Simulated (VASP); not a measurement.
C, 8 atoms in the cell. The typed cell holds 8 atoms: a = 3.557 Å, b = 3.909 Å, c = 4.036 Å, α = 90.94°, β = 97.33°, γ = 107.12°. 

| Property | Result |
| --- | --- |
| Program | VASP 6.6.1 |
| Task | single point |
| Functional | PBE |
| Potentials or basis | VASP PAW PBE potentials, release 64 (C) |
| Cutoff | 520 eV |
| k mesh | 6 × 6 × 4 |
| Occupations | gaussian, width 0.1 eV |
| Spin | no spin polarisation |
| Dipole correction | no |
| Further INCAR settings | ALGO = Normal; EDIFF = 1e-06; NBANDS = 26 |

Potentials or basis: VASP PAW PBE potentials, release 64 (C).

Run with:

```console
$ cat potpaw_PBE.64/C/POTCAR > POTCAR
$ mpirun -np 1 vasp_std > vasp.out
```

Hardware: 1 thread of AMD EPYC 7R43 64-Core Processor (Zen 3), with other jobs on the host.

Q: Estimate the wall time of this run.

A: It took 72 s on 1 thread of AMD EPYC 7R43 64-Core Processor (Zen 3), with other jobs on the host, peak memory 0.17 GiB. Counts: scf iterations 14, k points 76.
